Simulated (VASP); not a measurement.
Here is a VASP 6.6.1 calculation.

INCAR

```
ALGO = Fast
EDIFF = 1E-6
ENCUT = 520
GGA = PS
ISIF = 2
ISMEAR = 0
LASPH = True
LCHARG = False
LREAL = False
LWAVE = False
NBANDS = 31
NELM = 100
PREC = Accurate
SIGMA = 0.15
```

Contents of KPOINTS:

```
k-points
0
Gamma
  14 14 14
```

POSCAR

```
SiW3
1.0
   -2.4483355223      2.4483355223      2.5127654044
    2.4483355223     -2.4483355223      2.5127654044
    2.4483355223      2.4483355223     -2.5127654044
Si W
1 3
Direct
    0.0000000000      0.0000000000      0.0000000000
    0.5000000000      0.5000000000      0.0000000000
    0.5000000000      0.0000000000      0.5000000000
    0.0000000000      0.5000000000      0.5000000000
```

Potentials or basis: VASP PAW PBE potentials, release 64 (Si, W_sv).

Launch:

```bash
$ cat potpaw_PBE.64/Si/POTCAR potpaw_PBE.64/W_sv/POTCAR > POTCAR
$ mpirun -np 1 vasp_std > vasp.out
```

Task: What does it give for the band gap on the k mesh?

Result: Zero (bands 23 and 24 overlap by 2.02 eV).

Task: Predict the pressure.

Result: 35.8 GPa.

Stress tensor (GPa, compression positive):
```
40.87  0.00  0.00
 0.00 40.87  0.00
 0.00  0.00 25.59
```

Caveat: the cell differs from its parent crystal (strain -0.050 along x and y, -0.025 along z); the stress differs along the axes, from 26 to 41 GPa; the PAW data sets were made with another functional, which shifts forces and pressure a little; spin-orbit coupling is left out, which moves the levels of the heavy elements.
